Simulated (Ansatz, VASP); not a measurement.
**One calculation of BN, two programs**

```
CELL_PARAMETERS angstrom
2.50435 0.00000 0.00000
-1.25217 2.16883 0.00000
0.00000 0.00000 7.01910
ATOMIC_POSITIONS crystal
B 0.06611 0.47105 0.25000
B 0.66667 0.33333 0.75000
N 0.33333 0.66667 0.75000
N 0.66667 0.33333 0.25000
```

Alike in both runs: task single point; functional PBEsol; k mesh 12 × 12 × 4; occupations gaussian, width 0.05 eV; no spin polarisation.

|  | VASP | Ansatz |
| --- | --- | --- |
| version | VASP 6.6.1 | Ansatz 0.2.0 |
| potentials or method | VASP PAW PBE potentials, release 64 (B, N), cutoff 520 eV | scalar-relativistic, plane waves, PAW |
| valence electrons in the cell | 16 | 16 |

```tsv
	VASP	Ansatz	Ansatz less VASP
gap on the k mesh at the Fermi level (eV)	4.11	4.13	+0.024
least direct gap on the mesh (eV)	4.59	4.59	+0.007
rms of the force components (eV/Å)	42.110	39.598	-2.5118
```

VASP's potentials were made for PBE, not for PBEsol. Atom by atom the forces differ by 2.512 eV/Å (rms over components).
